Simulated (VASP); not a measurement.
Write the native input for VASP 6.6.1 that does the following.

```
Task                   : single point
Functional             : r2SCAN
Potentials or basis    : VASP PAW PBE potentials, release 64 (Ta_pv, Al, Cd)
Cutoff                 : 520 eV
k mesh                 : 8 × 8 × 8
Occupations            : gaussian, width 0.1 eV
Spin                   : no spin polarisation
Dipole correction      : no
Further INCAR settings : ALGO = Normal; EDIFF = 1e-06; NBANDS = 24
```

Crystal: TaAl3Cd.

```xyz
5
Lattice="4.7728 0.0000 0.0000 0.0000 4.7728 0.0000 0.0000 0.0000 4.7728" Properties=species:S:1:pos:R:3 pbc="T T T"
Ta    0.0000    0.0000    0.0000
Al    0.0000    2.3864    2.3864
Al    2.3864    0.0000    2.3864
Al    2.3864    2.3864    0.0000
Cd    2.3864    2.3864    2.3864
```

These files were run (other wordings do the same):

POSCAR

```
TaAl3Cd
1.0
    4.7727846334      0.0000000000      0.0000000000
    0.0000000000      4.7727846334      0.0000000000
    0.0000000000      0.0000000000      4.7727846334
Ta Al Cd
1 3 1
Direct
    0.0000000000      0.0000000000      0.0000000000
    0.0000000000      0.5000000000      0.5000000000
    0.5000000000      0.0000000000      0.5000000000
    0.5000000000      0.5000000000      0.0000000000
    0.5000000000      0.5000000000      0.5000000000
```

INCAR.step1

```
  PREC = Accurate
  ENCUT = 520
  ISMEAR = 0
  SIGMA = 0.1
  LREAL = False
  LASPH = True
  NELM = 80
  NBANDS = 24
  GGA = PE
  ALGO = Normal
  EDIFF = 1E-4
  LWAVE = True
  LCHARG = False
```

INCAR.step2

```
  PREC = Accurate
  ENCUT = 520
  EDIFF = 1E-6
  ISMEAR = 0
  SIGMA = 0.1
  LREAL = False
  LASPH = True
  NELM = 80
  ALGO = Normal
  ISIF = 2
  LWAVE = False
  LCHARG = False
  METAGGA = R2SCAN
  LMIXTAU = True
  NBANDS = 24
  ISTART = 1
```

KPOINTS

```
regular mesh
0
Gamma
  8 8 8
```

Potentials or basis: VASP PAW PBE potentials, release 64 (Ta_pv, Al, Cd).

The run is started by

```bash
$ cat potpaw_PBE.64/Ta_pv/POTCAR potpaw_PBE.64/Al/POTCAR potpaw_PBE.64/Cd/POTCAR > POTCAR
$ cp INCAR.step1 INCAR
$ mpirun -np 1 vasp_std > vasp.out
$ cp INCAR.step2 INCAR
$ mpirun -np 1 vasp_std > vasp.out
```

It gave:

```
Pressure               : 0.1 GPa
Band gap on the k mesh : zero (band 16 reaches 5.11 eV, above the bottom of band 17 at 4.67 eV)
```

Caveat: the PAW data sets were made with another functional, which shifts forces and pressure a little; spin-orbit coupling is left out, which moves the levels of the heavy elements.

Run time: 2.3 min on 1 thread of Intel(R) Xeon(R) Platinum 8559C (Emerald Rapids), with other jobs on the host, peak memory 0.28 GiB.
